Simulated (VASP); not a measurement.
Crystal: NiO.

```
Ni O
1.0
     2.50462    0.00000    0.00000
     0.00000    2.50462    0.00000
     0.00000    0.00000    2.50462
Ni O
1 1
Cartesian
  0.0000 0.0000 0.0000
  1.2523 1.2523 1.2523
```

Base run:

| Property | Result |
| --- | --- |
| Program | VASP 6.6.1 |
| Functional | PBE |
| Potentials or basis | VASP PAW PBE potentials, release 64 (Ni, O) |
| Cutoff | 520 eV |
| k mesh | 11 × 11 × 11 |
| Occupations | fermi-dirac, width 0.05 eV |
| Spin | collinear spin, ferromagnetic start |
| Starting moments | [1.0, 0.0] μB |

Its results: pressure 25.1 GPa; net moment 0.73 μB per cell; site moments Ni +0.56; O +0.15 μB.

**Question.** The run is repeated on the same cell with these changes: dispersion from none to D3(BJ). What comes out?

**Answer.** Pressure 19.2 GPa; net moment 0.73 μB per cell; site moments Ni +0.56; O +0.15 μB.

Dispersion adds attraction, which lowers the pressure at fixed volume and, as a term added to the energy, leaves the levels alone.

Caveats: a cell with one magnetic atom can't hold antiferromagnetic order, which such compounds often take; semilocal functionals often make such compounds metallic where correlation or magnetic order opens a gap, which also shifts bond lengths; three body term missing (some runs); pairwise dispersion overbinds metals, which lowers pressure and volume (some runs).
